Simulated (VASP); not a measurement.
HfPbO3, 5 atoms in the cell. The structure is orthorhombic, space group Cmmm (No. 65). Conventional cell: a = 5.491 Å, b = 6.262 Å, c = 4.155 Å, α = 90.00°, β = 90.00°, γ = 90.00°. Within 2.8 Å of Hf (site symmetry mmm) lie 6 O at 2.08 Å. Within 3.6 Å of Pb (site symmetry mmm) lie 12 O at 2.75 to 3.13 Å and 4 Hf at 3.44 Å. O (site symmetry 2/m) has 2 Hf at 2.08 Å and 2 O at 2.75 Å within 2.8 Å. Within 2.8 Å of O (site symmetry mmm) lie 2 Hf at 2.08 Å and 2 Pb at 2.75 Å.  This cell differs from its parent crystal: strain +0.1312 x Voigt [0, 0, 0, 0, 0, 1].

```yaml
Program: VASP 6.6.1
Task: single point
Functional: LDA
Potentials_or_basis: VASP PAW LDA potentials, release 64 (Hf_pv, Pb_d, O)
Cutoff: 600 eV
k_mesh: 8 × 8 × 8
Occupations: gaussian, width 0.05 eV
Spin: no spin polarisation
Dipole_correction: no
Further_INCAR_settings: ALGO = Normal; EDIFF = 1e-06; NBANDS = 29
```

Potentials or basis: VASP PAW LDA potentials, release 64 (Hf_pv, Pb_d, O).

Run with:

```bash
$ cat potpaw_LDA.64/Hf_pv/POTCAR potpaw_LDA.64/Pb_d/POTCAR potpaw_LDA.64/O/POTCAR > POTCAR
$ mpirun -np 1 vasp_std > vasp.out
```

Hardware: 1 thread of Oxide Virtual Turin-like Processor (shared host).

Question: How long does it take, and how much memory?

Answer: Run time: 6.1 min on 1 thread of Oxide Virtual Turin-like Processor (shared host), peak memory 0.34 GiB. Counts: scf iterations 14, k points 105.
